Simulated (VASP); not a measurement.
Input of a VASP 6.6.1 run:

File INCAR:

```
PREC = Accurate ; ENCUT = 520
EDIFF = 1E-6 ; ISMEAR = 0
SIGMA = 0.1 ; LREAL = False
LASPH = True ; NELM = 80
ALGO = Normal ; ISIF = 2
LWAVE = False ; LCHARG = False
LDIPOL = True ; IDIPOL = 3
DIPOL = 0.5 0.5 0.353 ; GGA = PE
IVDW = 12 ; NBANDS = 32
```

The input KPOINTS:

```
Automatic mesh
0
Gamma
  6 6 1
```

File POSCAR:

```
Ga2Sb2CO
1.0
    4.3343814621      0.0000000000      0.0000000000
   -2.1671907311      3.7536844559      0.0000000000
    0.0000000000      0.0000000000     23.3197422777
Sb Ga O C
2 2 1 1
Direct
    0.0000000000      0.0000000000      0.1715284823
    0.3333333333      0.6666666667      0.3301590654
    0.3333333333      0.6666666667      0.2094685204
    0.6666666667      0.3333333333      0.3632005095
    0.7777777778      0.7777777778      0.4961350833
    0.7777777778      0.7777777778      0.5454495220
```

Potentials or basis: VASP PAW PBE potentials, release 64 (Sb, Ga_d, O, C).

Command:

```bash
$ cat potpaw_PBE.64/Sb/POTCAR potpaw_PBE.64/Ga_d/POTCAR potpaw_PBE.64/O/POTCAR potpaw_PBE.64/C/POTCAR > POTCAR
$ mpirun -np 1 vasp_std > vasp.out
```

Estimate the band gap on the k mesh.

0.03 eV (least direct gap 0.15 eV).

What does it give for the dispersion energy per atom?

-0.167 eV.

What does it give for the largest force?

0.661 eV/Å.

Forces on the atoms (eV/Å):
```
Sb  -0.004 -0.001  0.156
Sb  -0.002 -0.007 -0.028
Ga   0.000  0.000 -0.131
Ga  -0.002 -0.012 -0.001
O    0.010  0.026  0.661
C   -0.003 -0.006 -0.657
```

Caveat: spin-orbit coupling is left out, which moves the levels of the heavy elements.
